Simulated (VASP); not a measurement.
A run of VASP 6.6.1:

Contents of INCAR:

```
  PREC = Accurate
  ENCUT = 520
  EDIFF = 1E-6
  ISMEAR = 0
  SIGMA = 0.01
  LREAL = F
  LASPH = T
  NELM = 80
  ALGO = Normal
  ISIF = 2
  LWAVE = F
  LCHARG = F
  GGA = PE
  NBANDS = 15
```

File KPOINTS:

```
regular mesh
0
Gamma
  6 6 6
```

File POSCAR:

```
RbBr
1.0
    4.2751367318      0.0000000000      0.0000000000
    0.0000000000      4.2751367318      0.0000000000
    0.0000000000      0.0000000000      4.2751367318
Rb Br
1 1
Direct
    0.0000000000      0.0000000000      0.0000000000
    0.5000000000      0.5000000000      0.5000000000
```

Potentials or basis: VASP PAW PBE potentials, release 64 (Rb_sv, Br).

Launch:

```sh
$ cat potpaw_PBE.64/Rb_sv/POTCAR potpaw_PBE.64/Br/POTCAR > POTCAR
$ mpirun -np 1 vasp_std > vasp.out
```

Hardware: 1 thread of Intel(R) Xeon(R) Platinum 8259CL CPU @ 2.50GHz (Skylake/Cascade Lake), on a shared host.

How long does it take, and how much memory?

Run time: 16 s on 1 thread of Intel(R) Xeon(R) Platinum 8259CL CPU @ 2.50GHz (Skylake/Cascade Lake) (shared host), peak memory 0.18 GiB. Counts: scf iterations 13, k points 20.
